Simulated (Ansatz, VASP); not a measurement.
# Br: VASP beside Ansatz

Contents of INCAR:

```
SYSTEM = Br
  PREC = Accurate
  ENCUT = 520
  EDIFF = 1E-7
  ISMEAR = 0
  SIGMA = 0.1
  LREAL = .FALSE.
  LASPH = .TRUE.
  NELM = 80
  ALGO = Normal
  ISIF = 2
  LWAVE = .FALSE.
  LCHARG = .TRUE.
  GGA = PS
  LELF = .TRUE.
  LVHAR = .TRUE.
  NBANDS = 10
```

File KPOINTS:

```
Automatic mesh
0
G
  20 20 20
  0 0 0
```

POSCAR

```
Br
1.0
   -1.4940541888      1.4940541888      3.5402038638
    1.4940541888     -1.4940541888      3.5402038638
    1.4940541888      1.4940541888     -3.5402038638
Br
1
Direct
    0.0000000000      0.0000000000      0.0000000000
```

Input for Ansatz:

```yaml
crystal:
  lattice:
    - [-1.4940541888, 1.4940541888, 3.5402038638]
    - [1.4940541888, -1.4940541888, 3.5402038638]
    - [1.4940541888, 1.4940541888, -3.5402038638]
  atoms:
    - { symbol: Br, position: [0.0, 0.0, 0.0] }
basis:
  ecutwfc: 420
kpoints:
  mp_grid: { grid: [20, 20, 20] }
hamiltonian:
  xc: pbesol
scf:
  occupations: { method: gaussian, width: 0.1 }
output:
  forces: true
  stress: true
  eigenvalues: true
  populations: true
```

Alike in both runs: task single point; functional PBEsol; k mesh 20 × 20 × 20; occupations gaussian, width 0.1 eV; no spin polarisation.

|  | VASP | Ansatz |
| --- | --- | --- |
| version | VASP 6.6.1 | Ansatz 0.2.0 |
| potentials or method | VASP PAW PBE potentials, release 64 (Br), cutoff 520 eV | scalar-relativistic, plane waves, PAW |
| valence electrons in the cell | 7 | 7 |

|  | VASP | Ansatz | Ansatz less VASP |
| --- | --- | --- | --- |
| gap on the k mesh at the Fermi level (eV) | none | none | - |
| pressure (GPa) | -4.5 | -4.6 | -0.01 |
| traceless stress, the component that is largest in VASP (GPa) | 4.79 | 4.80 | +0.015 |

VASP's potentials were made for PBE, not for PBEsol. A gap of «none» marks a metal or a gap that the smearing closes. With one functional, cell and mesh, what is left measures potentials, basis and numerics.
